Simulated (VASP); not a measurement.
## BaTe: single point with r2SCAN

The system is BaTe.

```
Ba Te
1.0
     5.91349    0.00000    0.00000
    -2.95675    5.12123    0.00000
     0.00000    0.00000    6.93143
Ba Te
2 2
Direct
  0.33333 0.66667 0.25000
  0.66667 0.33333 0.75000
  0.66667 0.33333 0.25000
  0.33333 0.66667 0.75000
```

```json
{
  "Program": "VASP 6.6.1",
  "Task": "single point",
  "Functional": "r2SCAN",
  "Potentials or basis": "VASP PAW PBE potentials, release 64 (Ba_sv, Te)",
  "Cutoff": "520 eV",
  "k mesh": "6 × 6 × 4",
  "Occupations": "gaussian, width 0.01 eV",
  "Spin": "no spin polarisation"
}
```

The pressure is 1.0 GPa and the band gap on the k mesh is 2.18 eV (least direct gap 2.48 eV).

Stress tensor (GPa, compression positive):
```
0.89 0.00 0.00
0.00 0.89 0.00
0.00 0.00 1.21
```

Levels at points of the mesh, in eV from the valence-band top:
```
           k point  band 14  band 15  band 16  band 17  band 18  band 19
(0.00, 0.00, 0.00)    -0.99    -0.96     0.00     2.71     3.15     3.15
(0.50, 0.00, 0.00)    -0.77    -0.54    -0.42     2.68     3.05     3.23
(0.00, 0.00, 0.50)    -1.14    -1.14    -1.14     3.54     3.54     4.73
(0.50, 0.00, 0.50)    -0.97    -0.77    -0.77     3.42     3.42     4.32
```

Wall time 11 min on 1 thread of Intel(R) Xeon(R) Platinum 8259CL CPU @ 2.50GHz (Skylake/Cascade Lake) (shared host), peak memory 0.44 GiB.

Caveat: the PAW data sets were made with another functional, which shifts forces and pressure a little; spin-orbit coupling is left out, which moves the levels of the heavy elements. A k mesh can miss the band edges.
